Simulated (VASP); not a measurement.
Crystal: Ca.

```
Ca
1.0
     0.00000    2.79420    2.79420
     2.79420    0.00000    2.79420
     2.79420    2.79420    0.00000
Ca
1
Direct
  0.00000 0.00000 0.00000
```

* Program: VASP 6.6.1
* Task: relaxation of cell and atoms
* Functional: PBEsol
* Potentials or basis: VASP PAW PBE potentials, release 64 (Ca_sv)
* Cutoff: 600 eV
* k mesh: 13 × 13 × 13
* Occupations: gaussian, width 0.05 eV
* Spin: no spin polarisation

At the start: pressure -1.2 GPa; volume 43.63 Å³/atom.

Problem. Where does the relaxation end?

Solution. Over 3 steps the energy falls by 11.1 meV/atom and the volume is 40.61 Å³/atom (-6.9 %); space group Fm-3m (No. 225, to 0.1 Å) before and after.

Step by step:
```
step  energy change (eV)  largest force (eV/Å)  pressure (GPa)  volume (Å³)
   1              0.0000                0.0000           -1.15        43.63
   2             -0.0097                0.0000           -0.43        41.68
   3             -0.0111                0.0000            0.02        40.61
```

Final structure:
```
Ca
1.0
     0.00000    2.72819    2.72819
     2.72819    0.00000    2.72819
     2.72819    2.72819    0.00000
Ca
1
Cartesian
  0.0000 0.0000 0.0000
```

Caveat: the PAW data sets were made with another functional, which shifts forces and pressure a little.
